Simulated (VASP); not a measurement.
# Be4Mo (P6mm) in VASP: notebook, part 2 of 2

VASP 6.6.1. The steps go on from the part before.

## 3. Single point, PBE

This run uses another cell than the first one, of 13.00 Å³/atom.

INCAR

```
PREC = Accurate ; ENCUT = 520
EDIFF = 1E-6 ; ISMEAR = 0
SIGMA = 0.1 ; LREAL = False
LASPH = True ; NELM = 100
ALGO = Normal ; ISIF = 2
LWAVE = False ; LCHARG = False
GGA = PE ; NBANDS = 19
```

KPOINTS

```
regular mesh
0
Gamma
  6 6 4
```

POSCAR

```
Be4Mo
1.0
    4.1144073992      0.0000000000      0.0000000000
   -2.0572036996      3.5631813292      0.0000000000
    0.0000000000      0.0000000000      4.4347609489
Be Mo
4 1
Direct
    0.5000000000      0.0000000000      0.7639756262
    0.0000000000      0.5000000000      0.7639756262
    0.5000000000      0.5000000000      0.7639756262
    0.0000000000      0.0000000000      0.9217415905
    0.0000000000      0.0000000000      0.4374884709
```

Potentials or basis: VASP PAW PBE potentials, release 64 (Be, Mo_sv).

On the command line:

```console
$ cat potpaw_PBE.64/Be/POTCAR potpaw_PBE.64/Mo_sv/POTCAR > POTCAR
$ mpirun -np 1 vasp_std > vasp.out
```

OUTCAR:

```text
PREC = Accurate
   ENCUT = 520
   EDIFF = 1E-6
   ISMEAR = 0
   LREAL = False
   LASPH = True
   NELM = 100
   ISIF = 2
   GGA = PE

 ion  position               nearest neighbor table
   1  0.500  0.000  0.764-   2 2.06   3 2.06   3 2.06   2 2.06   4 2.17   4 2.17   5 2.52   5 2.52

   2  0.000  0.500  0.764-   1 2.06   1 2.06   3 2.06   3 2.06   4 2.17   4 2.17   5 2.52   5 2.52

   3  0.500  0.500  0.764-   1 2.06   1 2.06   2 2.06   2 2.06   4 2.17   4 2.17   5 2.52   5 2.52

   4  0.000  0.000  0.922-   5 2.15   3 2.17   2 2.17   2 2.17   3 2.17   1 2.17   1 2.17   5 2.29

   5  0.000  0.000  0.437-   4 2.15   4 2.29   2 2.52   3 2.52   2 2.52   3 2.52   1 2.52   1 2.52

  LATTYP: Found a hexagonal cell.
 ALAT       =     4.1144073992
 C/A-ratio  =     1.0778614072

  Lattice vectors:

 A1 = (   4.1144073992,   0.0000000000,   0.0000000000)
 A2 = (  -2.0572036996,   3.5631813292,   0.0000000000)
 A3 = (   0.0000000000,   0.0000000000,   4.4347609489)

Analysis of symmetry for initial positions (statically):
=====================================================================
 Subroutine PRICEL returns:
 Original cell was already a primitive cell.

 Routine SETGRP: Setting up the symmetry group for a
 hexagonal supercell.

 Subroutine GETGRP returns: Found 12 space group operations
 (whereof 12 operations were pure point group operations)
 out of a pool of 24 trial point group operations.

The static configuration has the point symmetry C_6v.

Analysis of symmetry for dynamics (positions and initial velocities):
=====================================================================
 Subroutine PRICEL returns:
 Original cell was already a primitive cell.

 Routine SETGRP: Setting up the symmetry group for a
 hexagonal supercell.

 Subroutine GETGRP returns: Found 12 space group operations
 (whereof 12 operations were pure point group operations)
[... 124 lines left out ...]
     AMIX_MAG =   1.60;   BMIX_MAG =  1.00
  volume/ion in A,a.u.               =      13.00        87.75
  Fermi-wavevector in a.u.,A,eV,Ry     =   1.140803  2.155805 17.707044  1.301431
  Thomas-Fermi vector in A             =   2.277504
   LORBIT       =      0    0 simple, 1 ext, 2 COOP (PROOUT), +10 PAW based schemes
   GGA     = PE    functional components
   LHFCALC =     F    Hartree Fock is set to
   AEXX    =    0.0000 exact exchange contribution
   IVDW    =     0    specifies the selected vdW correction
   LEPSILON=     F    determine dielectric tensor
   LRPA    =     F    only Hartree local field effects (RPA)
 non-spin polarized calculation
 Gauss-broadening in eV      SIGMA  =   0.10
  energy-cutoff  :      520.00
  volume of cell :       65.02
 maximum number of plane-waves:      1782
 NGX is ok and might be reduce to    32
   NGX = 15   NGY = 15   NGZ = 17

 number of electron      22.0000001 magnetization

 Free energy of the ion-electron system (eV)
  ---------------------------------------------------
  ext. energy  EPLUGINS =         0.00000000
  ---------------------------------------------------
  free energy    TOTEN  =       -21.89355548 eV

  energy without entropy =      -21.86916698  energy(sigma->0) =      -21.88136123

 E-fermi :   4.8245     XC(G=0):  -9.9022

 val. band max:        4.8187341637   @ k =   0.0000   0.0000   0.0000
 cond. band min:       4.8821137386   @ k =   0.3333   0.0000   0.2500
 fundamental gap:      0.0633795749
 Fermi energy:         4.8245093199

 k-point     1 :       0.0000    0.0000    0.0000
  band No.  band energies     occupation
      1     -55.7940      2.00000
      2     -29.9880      2.00000
      3     -29.8782      2.00000
      4     -29.8782      2.00000
      5      -3.3490      2.00000
      6       1.7011      2.00000
[... 439 lines left out ...]
      6      -0.5123      2.00000
[... 11 lines left out ...]
     18      14.4283      0.00000
     19      15.9290      0.00000

------------------------ aborting loop because EDIFF is reached ----------------------------------------

  FORCE on cell =-STRESS in cart. coord.  units (eV):
  Direction    XX          YY          ZZ          XY          YZ          ZX
  --------------------------------------------------------------------------------------
  -------------------------------------------------------------------------------------
  Total        0.0991264      0.0991264      0.0312322      0.0000000      0.0000000     -0.0000000
  in kB        2.4427804      2.4427804      0.7696591      0.0000000      0.0000000     -0.0000000
  external PRESSURE =       1.8850733 kB  Pullay stress =       0.0000000 kB

 VOLUME and BASIS-vectors are now :
 -----------------------------------------------------------------------------
  energy-cutoff  :      520.00
  volume of cell :       65.02
      direct lattice vectors                 reciprocal lattice vectors
     4.114407399  0.000000000  0.000000000     0.243048367  0.140324040  0.000000000
    -2.057203700  3.563181329  0.000000000     0.000000000  0.280648080  0.000000000
     0.000000000  0.000000000  4.434760949     0.000000000  0.000000000  0.225491297

 POSITION                                       TOTAL-FORCE (eV/Angst)
 -----------------------------------------------------------------------------------
      2.05720      0.00000      3.38805        -0.000000      0.000000     -0.008686
     -1.02860      1.78159      3.38805         0.000000      0.000000     -0.008686
      1.02860      1.78159      3.38805         0.000000      0.000000     -0.008686
      0.00000      0.00000      4.08770        -0.000000      0.000000      0.023273
      0.00000      0.00000      1.94016        -0.000000     -0.000000      0.002786
 -----------------------------------------------------------------------------------
    total drift:                               -0.000000     -0.000000     -0.000776

  FREE ENERGIE OF THE ION-ELECTRON SYSTEM (eV)
  ---------------------------------------------------
  free  energy   TOTEN  =       -21.8935554814 eV

  energy  without entropy=      -21.8691669813  energy(sigma->0) =      -21.88136123
```

OSZICAR:

```text
N       E                     dE             d eps       ncg     rms          rms(c)
DAV:   1     0.111408325518E+03    0.11141E+03   -0.11938E+04   902   0.103E+03
DAV:   2    -0.238533485903E+02   -0.13526E+03   -0.13248E+03   983   0.276E+02
DAV:   3    -0.274246801726E+02   -0.35713E+01   -0.34025E+01  1038   0.411E+01
DAV:   4    -0.274632446492E+02   -0.38564E-01   -0.38503E-01   976   0.355E+00
DAV:   5    -0.274635071793E+02   -0.26253E-03   -0.26251E-03   974   0.349E-01    0.162E+01
DAV:   6    -0.244100600898E+02    0.30534E+01   -0.41391E+01   843   0.312E+01    0.102E+01
DAV:   7    -0.221722228700E+02    0.22378E+01   -0.21974E+01   827   0.201E+01    0.316E+00
DAV:   8    -0.219093375904E+02    0.26289E+00   -0.10607E+00   884   0.541E+00    0.111E+00
DAV:   9    -0.218950866234E+02    0.14251E-01   -0.81468E-02   980   0.148E+00    0.500E-01
DAV:  10    -0.218940706596E+02    0.10160E-02   -0.15208E-02   922   0.731E-01    0.196E-01
DAV:  11    -0.218935528142E+02    0.51785E-03   -0.27642E-03   910   0.277E-01    0.550E-02
DAV:  12    -0.218935674685E+02   -0.14654E-04   -0.17061E-04   872   0.747E-02    0.276E-02
DAV:  13    -0.218935553766E+02    0.12092E-04   -0.53162E-05   972   0.388E-02    0.638E-03
DAV:  14    -0.218935554814E+02   -0.10485E-06   -0.20026E-06   816   0.101E-02
   1 F= -.21893555E+02 E0= -.21881361E+02  d E =-.243885E-01
```

It took 17 s on 1 thread of AMD EPYC 9R45 (Zen 5), shared host; peak memory 0.16 GiB.

Results:

- Free energy: -21.8936 eV
- Pressure: 0.2 GPa
- Largest force: 0.023 eV/Å
- Band gap on the k mesh: zero (bands 11 and 12 overlap by 1.31 eV)

Forces on the atoms (eV/Å):
```
Be   0.000  0.000 -0.009
Be   0.000  0.000 -0.009
Be   0.000  0.000 -0.009
Be   0.000  0.000  0.023
Mo   0.000  0.000  0.003
```

Stress tensor (GPa, compression positive):
```
0.24 0.00 0.00
0.00 0.24 0.00
0.00 0.00 0.08
```

## 4. Relaxation of cell and atoms, PBE

INCAR

```
ALGO = Fast
EDIFF = 1E-6
EDIFFG = -0.04
ENCUT = 600
GGA = PE
IBRION = 2
ISIF = 3
ISMEAR = 0
LASPH = True
LCHARG = False
LREAL = False
LWAVE = False
NELM = 100
NSW = 90
PREC = Accurate
SIGMA = 0.1
```

KPOINTS

```
k-points
0
Gamma
  6 6 4
```

POSCAR

```
Be4Mo
1.0
    3.1334089400      0.0000000000      0.0000000000
   -1.5667044700      2.7136117500      0.0000000000
    0.0000000000      0.0000000000      6.3506220300
Be Mo
4 1
Direct
    0.5000000000      0.0000000000      0.7858511000
    0.0000000000      0.5000000000      0.7858511000
    0.5000000000      0.5000000000      0.7858511000
    0.0000000000      0.0000000000      0.9302219900
    0.0000000000      0.0000000000      0.3633816500
```

On the command line:

```console
$ cat potpaw_PBE.64/Be/POTCAR potpaw_PBE.64/Mo_sv/POTCAR > POTCAR
$ mpirun -np 1 vasp_std > vasp.out
```

Run time: 5.3 min. Hardware: 1 thread of AMD EPYC 9R45 (Zen 5), shared host; peak memory 0.19 GiB.

The run converged. Its results:

| Property | Result |
| --- | --- |
| Free energy | -21.8748 eV |
| Relaxed volume | 13.14 Å³/atom |
| Relaxed cell | a = 4.121 Å, b = 4.121 Å, c = 4.465 Å, α = 90.00°, β = 90.00°, γ = 120.00° |
| Space group after relaxing (to 0.1 Å) | P6mm (No. 183) |
| Energy gained by relaxing | 1967.7 meV/atom |
| Ionic steps | 19 |
| Pressure after relaxing | 0.0 GPa |
| Largest force after relaxing | 0.004 eV/Å |
| Band gap on the k mesh | zero (bands 11 and 12 overlap by 1.30 eV) |

Forces in eV/Å, atoms in the order of the input:
```
Be   0.000  0.000  0.001
Be   0.000  0.000  0.001
Be   0.000  0.000  0.001
Be   0.000  0.000  0.000
Mo   0.000  0.000 -0.004
```

Stress tensor (GPa, compression positive):
```
 0.10  0.00  0.00
 0.00  0.10  0.00
 0.00  0.00 -0.31
```

Step by step:
```tsv
step	energy change (eV)	largest force (eV/Å)	pressure (GPa)	volume (Å³)
1	0.0000	6.2526	51.29	54.00
2	-5.8540	1.6124	-8.76	84.14
3	-5.8500	1.4931	-7.16	81.45
4	-5.8574	1.5510	-7.94	82.72
5	-7.2598	3.0646	-7.54	76.03
6	-5.8956	12.8163	35.71	53.01
7	-8.1679	5.4133	-3.26	68.26
8	-8.0982	9.8224	9.62	60.42
9	-8.3493	7.5595	2.23	64.03
10	-8.7097	6.9501	3.74	62.75
11	-9.0407	3.9488	13.46	58.75
12	-9.0809	5.0645	10.28	59.72
13	-9.3437	3.8696	8.00	60.65
14	-9.7721	1.1368	2.78	63.46
15	-9.8301	0.3422	1.18	64.69
16	-9.8380	0.0483	0.48	65.34
17	-9.8380	0.0807	0.35	65.45
18	-9.8382	0.0547	0.22	65.53
19	-9.8384	0.0036	-0.04	65.68
```

Final structure:
```cif
data_structure
_symmetry_space_group_name_H-M 'P 1'
_symmetry_Int_Tables_number 1
_cell_length_a 4.1214
_cell_length_b 4.1214
_cell_length_c 4.4650
_cell_angle_alpha 90.000
_cell_angle_beta 90.000
_cell_angle_gamma 120.000
_cell_volume 65.68
loop_
_atom_site_label
_atom_site_type_symbol
_atom_site_fract_x
_atom_site_fract_y
_atom_site_fract_z
_atom_site_occupancy
Be1 Be 0.50000 0.00000 0.75992 1
Be2 Be 0.00000 0.50000 0.75992 1
Be3 Be 0.50000 0.50000 0.75992 1
Be4 Be 0.00000 0.00000 0.92709 1
Mo1 Mo 0.00000 0.00000 0.44430 1
```

Levels at points of the mesh, in eV from the Fermi level:
| k point | band 8 | band 9 | band 10 | band 11 | band 12 | band 13 | band 14 | band 15 |
| --- | --- | --- | --- | --- | --- | --- | --- | --- |
| (0.00, 0.00, 0.00) | -2.43 | -1.72 | -0.92 | -0.92 | 0.08 | 1.12 | 1.12 | 1.62 |
| (0.50, 0.00, 0.00) | -2.45 | -1.34 | -0.12 | 0.24 | 0.52 | 0.86 | 1.45 | 1.88 |
| (0.00, 0.00, 0.50) | -3.15 | -2.05 | -1.61 | -0.84 | -0.84 | 3.54 | 3.54 | 5.57 |
| (0.50, 0.00, 0.50) | -2.93 | -2.23 | -1.45 | -0.43 | 0.31 | 1.11 | 1.32 | 3.31 |

Caveat: the k points lie up to 0.35 Å⁻¹ apart in the final cell, too coarse for converged energies and pressures of a metal; the volume moved by over 15 % at a fixed basis, so the end points are rough.

## 5. Overview

| task | cell | cutoff (eV) | gap on the mesh (eV) | pressure (GPa) | largest force (eV/Å) |
| --- | --- | --- | --- | --- | --- |
| single point | a = 3.133, b = 3.133, c = 6.351 Å, angles 90.0, 90.0, 120.0°, 5 atoms, atomic positions A | 520 | none | 51.3 | 6.25 |
| single point | a = 4.114, b = 4.114, c = 4.435 Å, angles 90.0, 90.0, 120.0°, 5 atoms, atomic positions B | 520 | none | 0.2 | 0.02 |
| relaxation of cell and atoms | relaxed from a = 3.133, b = 3.133, c = 6.351 Å, angles 90.0, 90.0, 120.0°, 5 atoms, atomic positions A | 600 | none | 0.0 | - |

Alike in all rows: level PBE; potentials or basis VASP PAW PBE potentials, release 64 (Be, Mo_sv); no spin polarisation; k mesh 6 × 6 × 4; smearing gaussian 0.1 eV.

Caveats: some runs use coarse meshes; forces of over 1 eV/Å act on the atoms, so gaps and moduli don't describe the material at rest (at least some runs); the volume moved by over 15 % at a fixed basis, so the end points are rough (at least some runs).

Absolute energies hang on the potentials; compare differences alone.

The gap in the log of VASP goes by the Fermi energy; the results here count the filled bands.